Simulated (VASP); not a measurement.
# Mg8HO8 (a cell with a defect) in VASP: notebook, part 2 of 2

VASP 6.6.1. The steps go on from the part before.

### Step 4. Single point, PBE+D3(BJ), collinear spin

Input file INCAR:

```
SYSTEM = Mg8HO8
ALGO = Normal ; EDIFF = 1E-6
ENCUT = 520 ; GGA = PE
ISIF = 2 ; ISMEAR = 0
ISPIN = 2 ; IVDW = 12
LASPH = .TRUE. ; LCHARG = .FALSE.
LORBIT = 11 ; LREAL = Auto
LWAVE = .FALSE. ; MAGMOM = 0 0 0 0 0 0 0 0 0.08 0.08 0 0.08 0 0.08 0 0 0.33
NBANDS = 50 ; NELM = 150
PREC = Accurate ; SIGMA = 0.05
```

Input file KPOINTS:

```
k-points
0
G
  2 2 2
  0 0 0
```

Input file POSCAR:

```
Mg8HO8
1.0
    0.0000000000      3.8590000000      3.8590000000
    3.8590000000      0.0000000000      3.8590000000
    3.8590000000      3.8590000000      0.0000000000
Mg O H
8 8 1
Direct
   -0.0009385851     -0.0004042498      0.0028795025
   -0.0009353459     -0.0004142265      0.4991750453
   -0.0021344908      0.5012495465      0.0008243068
   -0.0009275719      0.5032748121      0.4991874838
    0.5006909821     -0.0015513086      0.0008081109
    0.5027713138     -0.0004080073      0.4991724540
    0.5007334802      0.5012836227      0.0008532003
    0.5007019953      0.5012446230      0.4979953356
    0.2549381964      0.2554764188      0.2352947655
    0.2549177248      0.2554468774      0.7550330396
    0.2499704587      0.7505516973      0.2501153148
    0.2549410469      0.7357119720      0.7550592122
    0.7500150298      0.2504835450      0.2501373413
    0.7351835968      0.2554730500      0.7550532521
    0.7499908007      0.7505287639      0.2501061156
    0.7499993522      0.7505577870      0.7500809795
    0.1249979269      0.1254952060      0.6251057269
```

Potentials or basis: VASP PAW PBE potentials, release 64 (Mg, O, H).

Launch:

```
$ cat potpaw_PBE.64/Mg/POTCAR potpaw_PBE.64/O/POTCAR potpaw_PBE.64/H/POTCAR > POTCAR
$ mpirun -np 1 vasp_std > vasp.out
```

OUTCAR:

```text
SYSTEM = Mg8HO8
   EDIFF = 1E-6
   ENCUT = 520
   GGA = PE
   ISIF = 2
   ISMEAR = 0
   ISPIN = 2
   IVDW = 12
   LASPH = .TRUE.
   LORBIT = 11
   LREAL = Auto
   NELM = 150
   PREC = Accurate
 IVDW          = 12

 ion  position               nearest neighbor table
   1  0.999  1.000  0.003-  17 1.68  15 1.92  11 1.92  13 1.92  14 1.98  12 1.98  10 1.98   6 2.71
                             2 2.71   4 2.71   3 2.73   5 2.73   7 2.73   7 2.73   5 2.73   3 2.73
   2  0.999  1.000  0.499-  17 1.68  13 1.92  16 1.92  11 1.92  12 1.98   9 1.98  14 1.98   6 2.71
                             1 2.71   4 2.71   8 2.73   3 2.73   5 2.73   5 2.73   3 2.73   8 2.73
   3  0.998  0.501  0.001-  12 1.90   9 1.90  10 1.90  15 1.92  16 1.92  13 1.92   7 2.71   8 2.71
                             5 2.71   1 2.73   4 2.73   2 2.73   2 2.73   4 2.73   1 2.73   5 2.74
   4  0.999  0.503  0.499-  17 1.68  15 1.92  11 1.92  16 1.92  10 1.98  14 1.98   9 1.98   2 2.71
                             6 2.71   1 2.71   3 2.73   8 2.73   7 2.73   7 2.73   8 2.73   3 2.73
   5  0.501  0.998  0.001-   9 1.90  14 1.90  10 1.90  15 1.92  11 1.92  16 1.92   7 2.71   3 2.71
                             8 2.71   6 2.73   1 2.73   2 2.73   2 2.73   1 2.73   6 2.73   8 2.74
   6  0.503  1.000  0.499-  17 1.68  15 1.92  13 1.92  16 1.92  12 1.98   9 1.98  10 1.98   1 2.71
                             2 2.71   4 2.71   8 2.73   5 2.73   7 2.73   7 2.73   5 2.73   8 2.73
   7  0.501  0.501  0.001-  12 1.90   9 1.90  14 1.90  11 1.92  16 1.92  13 1.92   3 2.71   8 2.71
                             5 2.71   1 2.73   6 2.73   4 2.73   4 2.73   6 2.73   1 2.73   5 2.74
[... 1010 lines left out ...]

 POSITION                                       TOTAL-FORCE (eV/Angst)
 -----------------------------------------------------------------------------------
      3.86855      3.86649      7.71282        -0.018946     -0.018835      0.019660
      5.78372      5.78171      7.71279         0.023108      0.022689      0.022686
      1.93750      3.85394      5.78508        -0.018573      0.015584      0.014607
      3.86850      5.78179      5.79756        -0.017942      0.018583     -0.017800
      3.85613      1.93528      5.78518         0.014316     -0.017738      0.014558
      5.78373      3.86650      5.79762         0.020195     -0.019173     -0.019343
[... 9 lines left out ...]
      5.79096      5.78881      5.79065        -0.012778     -0.009564      0.009176
      2.89657      2.89465      0.96665         0.000483     -0.000465      0.000291
 -----------------------------------------------------------------------------------
    total drift:                               -0.012610     -0.001719     -0.008772

  FREE ENERGIE OF THE ION-ELECTRON SYSTEM (eV)
  ---------------------------------------------------
  free  energy   TOTEN  =       -91.7065441091 eV

  energy  without entropy=      -91.7017234124  energy(sigma->0) =      -91.70413376

 total charge

# of ion       s       p       d       tot
------------------------------------------
    1        0.194   0.287   0.156   0.636
    2        0.194   0.287   0.156   0.636
    3        0.201   0.299   0.162   0.662
    4        0.194   0.287   0.156   0.636
    5        0.201   0.299   0.162   0.662
    6        0.194   0.287   0.156   0.636
[... 9 lines left out ...]
   16        1.554   3.742   0.000   5.296
   17        0.632   0.032   0.000   0.663
--------------------------------------------------
tot         14.684  32.188   1.273  48.146

 magnetization (x)

# of ion       s       p       d       tot
------------------------------------------
    1       -0.000   0.001   0.005   0.006
    2       -0.000   0.001   0.005   0.006
    3        0.000   0.001   0.001   0.003
    4       -0.000   0.001   0.005   0.006
    5        0.000   0.001   0.001   0.003
    6       -0.000   0.001   0.005   0.006
[... 9 lines left out ...]
   16       -0.000  -0.000   0.000  -0.000
   17        0.245   0.002   0.000   0.247
--------------------------------------------------
tot          0.275   0.286   0.024   0.586
```

OSZICAR:

```text
N       E                     dE             d eps       ncg     rms          rms(c)
DAV:   1     0.326008522927E+03    0.32601E+03   -0.33813E+04  1664   0.122E+03
DAV:   2    -0.810867532577E+02   -0.40710E+03   -0.39430E+03  1960   0.287E+02
DAV:   3    -0.989142188247E+02   -0.17827E+02   -0.17740E+02  2022   0.579E+01
DAV:   4    -0.990087294051E+02   -0.94511E-01   -0.94460E-01  1790   0.474E+00
DAV:   5    -0.990091191697E+02   -0.38976E-03   -0.38973E-03  1932   0.306E-01    0.218E+01
DAV:   6    -0.855851325437E+02    0.13424E+02   -0.37330E+01  1786   0.294E+01    0.572E+00
DAV:   7    -0.853850990174E+02    0.20003E+00   -0.13241E+00  1850   0.533E+00    0.396E+00
DAV:   8    -0.852707489373E+02    0.11435E+00   -0.42540E-01  1744   0.346E+00    0.162E+00
DAV:   9    -0.853159869599E+02   -0.45238E-01   -0.58476E-02  1828   0.943E-01    0.511E-01
DAV:  10    -0.853174700941E+02   -0.14831E-02   -0.10563E-02  1898   0.472E-01    0.154E-01
DAV:  11    -0.853177795723E+02   -0.30948E-03   -0.19376E-03  1884   0.170E-01    0.806E-02
DAV:  12    -0.853178865974E+02   -0.10703E-03   -0.13653E-04  1802   0.634E-02    0.215E-02
DAV:  13    -0.853178972263E+02   -0.10629E-04   -0.15912E-05  1794   0.192E-02    0.115E-02
DAV:  14    -0.853178992200E+02   -0.19938E-05   -0.37620E-06  1690   0.998E-03    0.281E-03
DAV:  15    -0.853178992849E+02   -0.64873E-07   -0.31067E-07   858   0.363E-03
   1 F= -.91706544E+02 E0= -.91704134E+02  d E =-.482070E-02  mag=     0.7500
```

Wall time 4.8 min (1 thread of Intel Xeon 6975P-C, shared host); peak memory 0.38 GiB.

What came out:

```
Free energy                                           : -91.7065 eV
Pressure                                              : 81.3 GPa
Largest force                                         : 0.040 eV/Å
Net moment                                            : 0.75 μB per cell
Site moments                                          : Mg +0.01, +0.00; O +0.08, -0.00; H +0.25 μB
Valence electrons inside the program's atomic spheres : Mg 0.64, 0.66; O 5.28, 5.30; H 0.66
Dispersion energy per atom                            : -0.376 eV
```

Forces on the atoms (eV/Å):
```
Mg  -0.019 -0.019  0.020
Mg   0.023  0.023  0.023
Mg  -0.019  0.016  0.015
Mg  -0.018  0.019 -0.018
Mg   0.014 -0.018  0.015
Mg   0.020 -0.019 -0.019
Mg  -0.020 -0.018 -0.020
Mg   0.014  0.016 -0.018
O    0.009  0.007 -0.006
O   -0.005 -0.007 -0.005
O    0.010 -0.010 -0.013
O    0.007 -0.007  0.008
O   -0.011  0.008 -0.010
O   -0.005  0.007  0.009
O    0.011  0.012  0.011
O   -0.013 -0.010  0.009
H    0.000  0.000  0.000
```

Levels at points of the mesh, in eV from the Fermi level:
Spin up:
| k point | band 30 | band 31 | band 32 | band 33 | band 34 | band 35 | band 36 | band 37 |
| --- | --- | --- | --- | --- | --- | --- | --- | --- |
| (0.00, 0.00, 0.00) | -4.35 | -4.35 | -4.35 | -1.85 | 3.60 | 4.94 | 4.94 | 4.98 |
| (0.50, 0.00, 0.00) | -4.93 | -4.85 | -4.85 | -0.44 | 5.39 | 5.78 | 6.82 | 6.87 |
| (0.00, 0.50, 0.00) | -4.93 | -4.85 | -4.85 | -0.44 | 5.39 | 5.78 | 6.82 | 6.87 |
| (0.00, 0.00, 0.50) | -4.93 | -4.85 | -4.85 | -0.44 | 5.39 | 5.78 | 6.82 | 6.87 |
| (0.50, 0.50, 0.50) | -4.93 | -4.85 | -4.85 | -0.44 | 5.39 | 5.78 | 6.83 | 6.87 |
| (0.50, 0.50, 0.00) | -5.28 | -5.27 | -5.27 | -0.02 | 6.71 | 6.89 | 7.26 | 7.50 |
| (0.00, 0.50, 0.50) | -5.28 | -5.27 | -5.27 | -0.02 | 6.71 | 6.89 | 7.26 | 7.50 |
| (0.50, 0.00, 0.50) | -5.28 | -5.27 | -5.27 | -0.02 | 6.71 | 6.89 | 7.26 | 7.50 |
Spin down:
```
           k point  band 29  band 30  band 31  band 32  band 33  band 34  band 35  band 36
(0.00, 0.00, 0.00)    -5.29    -4.27    -4.27    -4.27    -0.56     3.64     4.94     4.94
(0.50, 0.00, 0.00)    -4.90    -4.90    -4.74    -4.74     0.80     5.41     5.82     6.84
(0.00, 0.50, 0.00)    -4.90    -4.90    -4.74    -4.74     0.80     5.41     5.82     6.84
(0.00, 0.00, 0.50)    -4.90    -4.90    -4.74    -4.74     0.80     5.41     5.82     6.84
(0.50, 0.50, 0.50)    -4.90    -4.90    -4.74    -4.74     0.79     5.41     5.82     6.84
(0.50, 0.50, 0.00)    -5.30    -5.24    -5.13    -5.13     1.24     6.76     6.93     7.28
(0.00, 0.50, 0.50)    -5.30    -5.24    -5.13    -5.13     1.24     6.76     6.93     7.28
(0.50, 0.00, 0.50)    -5.30    -5.24    -5.13    -5.13     1.24     6.76     6.93     7.28
```

Caveat: the k points lie up to 0.71 Å⁻¹ apart.

### Step 5. Single point, PBE+D3(BJ), collinear spin

Input file INCAR:

```
SYSTEM = Mg8HO8
  ALGO = Normal
  EDIFF = 1E-6
  ENCUT = 520
  GGA = PE
  ISIF = 2
  ISMEAR = 0
  ISPIN = 2
  IVDW = 12
  LASPH = .TRUE.
  LCHARG = .TRUE.
  LELF = .TRUE.
  LORBIT = 11
  LREAL = Auto
  LVHAR = .TRUE.
  LWAVE = .FALSE.
  MAGMOM = 0 0 0 0 0 0 0 0 0.08 0.08 0 0.08 0 0.08 0 0 0.33
  NBANDS = 50
  NELM = 150
  PREC = Accurate
  SIGMA = 0.05
```

KPOINTS is that of step 4.

Input file POSCAR:

```
Mg8HO8
1.0
    0.0000000000      3.8590000000      3.8590000000
    3.8590000000      0.0000000000      3.8590000000
    3.8590000000      3.8590000000      0.0000000000
Mg O H
8 8 1
Direct
   -0.0023428349      0.0011370821      0.0005402954
   -0.0003464628      0.0023933662      0.4989131899
   -0.0003399845      0.4995317440      0.0017610780
   -0.0003394662      0.4995320031      0.4989207048
    0.5012779217      0.0011514641      0.0005424981
    0.5012776626      0.0011506867      0.4969047681
    0.5012671677      0.4975200829      0.0005436642
    0.5025342058      0.4995209899      0.4989089142
    0.2504130604      0.2502259653      0.2496175175
    0.2454352164      0.2650612853      0.7446902047
    0.2454380669      0.7453027987      0.2644473957
    0.2454354755      0.7453007256      0.7446863177
    0.7503550143      0.2502236331      0.2496006737
    0.7503541073      0.2502222078      0.7496979788
    0.7503551438      0.7502890645      0.2496145374
    0.7651863177      0.7453034465      0.7446937030
    0.3753883130     -0.1247500648      0.8746163514
```

Launch:

```
$ cat potpaw_PBE.64/Mg/POTCAR potpaw_PBE.64/O/POTCAR potpaw_PBE.64/H/POTCAR > POTCAR
$ mpirun -np 1 vasp_std > vasp.out
```

Run time: 5.9 min. Hardware: 1 thread of Intel Xeon 6975P-C, shared host; peak memory 0.39 GiB.

It converged, with:

| Quantity | Value |
| --- | --- |
| Free energy | -91.7066 eV |
| Pressure | 81.3 GPa |
| Largest force | 0.029 eV/Å |
| Net moment | 0.75 μB per cell |
| Site moments | Mg +0.01, +0.00; O -0.00, +0.08; H +0.25 μB |
| Valence electrons inside the program's atomic spheres | Mg 0.64, 0.66; O 5.30, 5.28; H 0.66 |
| Dispersion energy per atom | -0.376 eV |

Forces in eV/Å, atoms in the order of the input:
```
Mg  -0.015  0.015  0.016
Mg  -0.015  0.015 -0.016
Mg  -0.017 -0.017  0.016
Mg   0.017  0.016  0.015
Mg  -0.015 -0.015 -0.015
Mg   0.015  0.015 -0.015
Mg   0.015 -0.015  0.016
Mg   0.015 -0.015 -0.016
O   -0.008  0.009  0.008
O   -0.008  0.008 -0.007
O   -0.008 -0.007  0.008
O    0.008  0.008  0.008
O   -0.008 -0.008 -0.010
O    0.008  0.008 -0.009
O    0.009 -0.008  0.008
O    0.008 -0.009 -0.006
H    0.000  0.000  0.000
```

Levels at points of the mesh, in eV from the Fermi level:
Spin up:
```csv
k point,band 30,band 31,band 32,band 33,band 34,band 35,band 36,band 37
"(0.00, 0.00, 0.00)",-4.35,-4.35,-4.35,-1.85,3.60,4.94,4.94,4.99
"(0.50, 0.00, 0.00)",-4.93,-4.85,-4.85,-0.44,5.40,5.78,6.83,6.88
"(0.00, 0.50, 0.00)",-4.93,-4.85,-4.85,-0.44,5.40,5.78,6.83,6.88
"(0.00, 0.00, 0.50)",-4.93,-4.85,-4.85,-0.44,5.40,5.78,6.83,6.88
"(0.50, 0.50, 0.50)",-4.93,-4.85,-4.85,-0.44,5.40,5.78,6.83,6.88
"(0.50, 0.50, 0.00)",-5.27,-5.27,-5.27,-0.02,6.71,6.90,7.26,7.51
"(0.00, 0.50, 0.50)",-5.27,-5.27,-5.27,-0.02,6.72,6.90,7.26,7.51
"(0.50, 0.00, 0.50)",-5.27,-5.27,-5.27,-0.02,6.72,6.90,7.26,7.51
```
Spin down:
| k point | band 30 | band 31 | band 32 | band 33 | band 34 | band 35 |
| --- | --- | --- | --- | --- | --- | --- |
| (0.00, 0.00, 0.00) | -4.27 | -4.27 | -4.27 | -0.57 | 3.64 | 4.94 |
| (0.50, 0.00, 0.00) | -4.90 | -4.74 | -4.74 | 0.80 | 5.42 | 5.82 |
| (0.00, 0.50, 0.00) | -4.90 | -4.74 | -4.74 | 0.80 | 5.42 | 5.82 |
| (0.00, 0.00, 0.50) | -4.90 | -4.74 | -4.74 | 0.80 | 5.42 | 5.82 |
| (0.50, 0.50, 0.50) | -4.90 | -4.74 | -4.74 | 0.80 | 5.42 | 5.82 |
| (0.50, 0.50, 0.00) | -5.23 | -5.12 | -5.12 | 1.24 | 6.76 | 6.93 |
| (0.00, 0.50, 0.50) | -5.24 | -5.12 | -5.12 | 1.24 | 6.76 | 6.93 |
| (0.50, 0.00, 0.50) | -5.24 | -5.12 | -5.12 | 1.24 | 6.76 | 6.93 |

Caveat: the k points lie up to 0.71 Å⁻¹ apart.
